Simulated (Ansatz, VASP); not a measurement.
# Be: VASP beside Ansatz

File INCAR:

```
PREC = Accurate
ENCUT = 520
EDIFF = 1E-6
ISMEAR = 0
SIGMA = 0.1
LREAL = F
LASPH = T
NELM = 80
ALGO = Normal
ISIF = 2
LWAVE = F
LCHARG = F
GGA = PS
NBANDS = 9
```

Contents of KPOINTS:

```
Automatic mesh
0
Gamma
  9 9 6
```

The input POSCAR:

```
Be
1.0
    2.2853000000      0.0000000000      0.0000000000
   -1.1426500000      1.9791278553      0.0000000000
    0.0000000000      0.0000000000      3.5842000000
Be
2
Direct
    0.3333333333      0.6666666667      0.2500000000
    0.6666666667      0.3333333333      0.7500000000
```

Input for Ansatz:

```yaml
crystal:
  lattice:
    - [2.2853, 0.0, 0.0]
    - [-1.14265, 1.9791278553, 0.0]
    - [0.0, 0.0, 3.5842]
  atoms:
    - { symbol: Be, position: [0.3333333333, 0.6666666667, 0.25] }
    - { symbol: Be, position: [0.6666666667, 0.3333333333, 0.75] }
basis:
  ecutwfc: 420
kpoints:
  mp_grid: { grid: [9, 9, 6] }
hamiltonian:
  xc: pbesol
scf:
  occupations: { method: gaussian, width: 0.1 }
output:
  forces: true
  stress: true
  eigenvalues: true
```

Alike in both runs: task single point; functional PBEsol; k mesh 9 × 9 × 6; occupations gaussian, width 0.1 eV; no spin polarisation.

```csv
,VASP,Ansatz
version,VASP 6.6.1,Ansatz 0.2.0
potentials or method,"VASP PAW PBE potentials, release 64 (Be), cutoff 520 eV","scalar-relativistic, plane waves, PAW"
valence electrons in the cell,4,4
```

VASP gave:

| Quantity | Value |
| --- | --- |
| gap on the k mesh at the Fermi level (eV) | none |
| pressure (GPa) | -3.6 |
| traceless stress, the component that is largest in VASP (GPa) | -1.46 |

Question: What did Ansatz give for the same quantities?

Answer: gap on the k mesh at the Fermi level (eV): none; pressure (GPa): -4.0; traceless stress, the component that is largest in VASP (GPa): -1.51.

VASP's potentials were made for PBE, not for PBEsol. A gap of «none» marks a metal or a gap that the smearing closes.
